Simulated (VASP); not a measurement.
Here is a VASP 6.6.1 calculation.

POSCAR

```
Hf
1.0
    3.1709585857      0.0000000000      0.0000000000
   -1.5854792928      2.7461306896      0.0000000000
    0.0000000000      0.0000000000      5.0111812799
Hf
2
Direct
    0.3333333333      0.6666666667      0.2500000000
    0.6666666667      0.3333333333      0.7500000000
```

INCAR.step1

```
ALGO = Normal
EDIFF = 1E-4
ENCUT = 520
GGA = PE
ISMEAR = -1
LASPH = T
LCHARG = F
LREAL = F
LWAVE = T
NBANDS = 17
NELM = 100
PREC = Accurate
SIGMA = 0.05
```

The input INCAR.step2:

```
ALGO = Normal
EDIFF = 1E-8
ENCUT = 520
ISIF = 2
ISMEAR = -1
ISTART = 1
LASPH = T
LCHARG = F
LEFG = T
LMIXTAU = T
LREAL = F
LWAVE = F
METAGGA = R2SCAN
NBANDS = 17
NELM = 100
PREC = Accurate
SIGMA = 0.05
```

File KPOINTS:

```
k-points
0
Gamma
  12 12 7
```

Potentials or basis: VASP PAW PBE potentials, release 64 (Hf_pv).

The run is started by

```console
$ cat potpaw_PBE.64/Hf_pv/POTCAR > POTCAR
$ cp INCAR.step1 INCAR
$ mpirun -np 1 vasp_std > vasp.out
$ cp INCAR.step2 INCAR
$ mpirun -np 1 vasp_std > vasp.out
```

What does it give for the pressure?

2.3 GPa.

Estimate the band gap on the k mesh.

zero (band 10 reaches 6.34 eV, above the bottom of band 11 at 4.58 eV).

Stress tensor (GPa, compression positive):
```
2.33 0.00 0.00
0.00 2.33 0.00
0.00 0.00 2.12
```

Caveat: without QUAD_EFG the Cq values of the log hold for a quadrupole moment of 1 mb, not for the nuclei; the PAW data sets were made with another functional, which shifts forces and pressure a little; spin-orbit coupling is left out, which moves the levels of the heavy elements.
